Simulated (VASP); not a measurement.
Set up this calculation in VASP 6.6.1, as the native input.

```yaml
Task: single point
Functional: BLYP
Potentials_or_basis: VASP PAW PBE potentials, release 64 (Hg, Te)
Cutoff: 520 eV
k_mesh: 6 × 6 × 6
Occupations: gaussian, width 0.05 eV
Spin: no spin polarisation
Dipole_correction: no
Further_INCAR_settings: ALGO = Normal; EDIFF = 1e-06; NBANDS = 16
```

The structure of HgTe lies in POSCAR:

```
HgTe
1.0
    0.0000000000      3.4630992575      3.4630992575
    3.4630992575      0.0000000000      3.4630992575
    3.4630992575      3.4630992575      0.0000000000
Hg Te
1 1
Direct
    0.0000000000      0.0000000000      0.0000000000
    0.2500000000      0.2500000000      0.2500000000
```

This cell differs from its parent crystal: volume scaled by 1.04.

These files were run (other wordings do the same):

INCAR

```
SYSTEM = HgTe
PREC = Accurate
ENCUT = 520
EDIFF = 1E-6
ISMEAR = 0
SIGMA = 0.05
LREAL = .False.
LASPH = .True.
NELM = 60
ALGO = Normal
ISIF = 2
LWAVE = .False.
LCHARG = .False.
GGA = B5
ALDAX = 1.0
AGGAX = 1.0
AGGAC = 1.0
ALDAC = 0.0
NBANDS = 16
```

KPOINTS

```
regular mesh
0
Gamma
  6 6 6
  0 0 0
```

Potentials or basis: VASP PAW PBE potentials, release 64 (Hg, Te).

Command:

```bash
$ cat potpaw_PBE.64/Hg/POTCAR potpaw_PBE.64/Te/POTCAR > POTCAR
$ mpirun -np 1 vasp_std > vasp.out
```

Results of the run:

```json
{
 "Pressure": "-0.8 GPa",
 "Band gap on the k mesh": "zero (filled and empty bands touch)"
}
```

Caveat: the PAW data sets were made with another functional, which shifts forces and pressure a little; spin-orbit coupling is left out, which moves the levels of the heavy elements.

It took 73 s on 1 thread of AMD EPYC 7R13, with other jobs on the host, peak memory 0.18 GiB.
